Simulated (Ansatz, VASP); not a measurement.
**CaSe: VASP beside Ansatz**

```
CELL_PARAMETERS angstrom
0.00000 2.90831 3.05373
2.90831 0.00000 3.05373
2.90831 2.90831 0.00000
ATOMIC_POSITIONS crystal
Ca 0.00000 0.00000 0.00000
Se 0.50000 0.50000 0.50000
```

Alike in both runs: task single point; functional PBEsol; k mesh 10 × 10 × 10; occupations gaussian, width 0.05 eV; no spin polarisation.

|  | VASP | Ansatz |
| --- | --- | --- |
| version | VASP 6.6.1 | Ansatz 0.2.0 |
| potentials or method | VASP PAW PBE potentials, release 64 (Ca_sv, Se), cutoff 520 eV | scalar-relativistic, plane waves, PAW |
| valence electrons in the cell | 16 | 26 |

|  | VASP | Ansatz | Ansatz less VASP |
| --- | --- | --- | --- |
| gap on the k mesh at the Fermi level (eV) | 1.91 | 1.93 | +0.014 |
| least direct gap on the mesh (eV) | 2.77 | 2.78 | +0.012 |
| pressure (GPa) | -0.6 | -0.8 | -0.19 |
| traceless stress, the component that is largest in VASP (GPa) | -2.71 | -2.66 | +0.054 |

VASP's potentials were made for PBE, not for PBEsol. VASP's potentials hold 16 valence electrons a cell and Ansatz's 26, so a difference there can come from the potentials and not from the codes.
